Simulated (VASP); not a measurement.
Write the native input for VASP 6.6.1 that does the following.

```yaml
Task: single point
Functional: PBEsol
Potentials_or_basis: VASP PAW PBE potentials, release 64 (S, Be)
Cutoff: 520 eV
k_mesh: 9 × 9 × 9
Occupations: fermi-dirac, width 0.05 eV
Spin: no spin polarisation
Dipole_correction: no
Further_INCAR_settings: ALGO = Normal; EDIFF = 1e-06; NBANDS = 11
```

The structure of BeS lies in POSCAR:

```
BeS
1.0
    0.0000000000      2.4250000000      2.4250000000
    2.4250000000      0.0000000000      2.4250000000
    2.4250000000      2.4250000000      0.0000000000
S Be
1 1
Direct
    0.7500000000      0.7500000000      0.7500000000
    0.0000000000      0.0000000000      0.0000000000
```

One way to write it, as run:

INCAR

```
SYSTEM = BeS
PREC     = Accurate       ! precision mode
ENCUT    = 520            ! plane-wave cutoff, eV
EDIFF    = 1E-6           ! SCF threshold, eV
ISMEAR   = -1             ! smearing method
SIGMA    = 0.05           ! smearing width, eV
LREAL    = .False.        ! projectors in reciprocal space
LASPH    = .True.         ! aspherical terms in the spheres
NELM     = 80             ! most SCF steps
ALGO     = Normal         ! electronic algorithm
ISIF     = 2              ! what is computed and relaxed
LWAVE    = .False.        ! write WAVECAR
LCHARG   = .False.        ! write CHGCAR
GGA      = PS             ! functional
NBANDS   = 11             ! bands
```

KPOINTS

```
regular mesh
0
Gamma
  9 9 9
  0 0 0
```

Potentials or basis: VASP PAW PBE potentials, release 64 (S, Be).

Run with:

```console
$ cat potpaw_PBE.64/S/POTCAR potpaw_PBE.64/Be/POTCAR > POTCAR
$ mpirun -np 1 vasp_std > vasp.out
```

Results of the run:

* Pressure: -0.6 GPa
* Band gap on the k mesh: 3.03 eV, indirect (least direct gap 5.61 eV)

Caveat: the PAW data sets were made with another functional, which shifts forces and pressure a little.

Run time: 12 s on 1 thread of AMD EPYC 7R43 64-Core Processor (Zen 3) (shared host), peak memory 0.12 GiB.
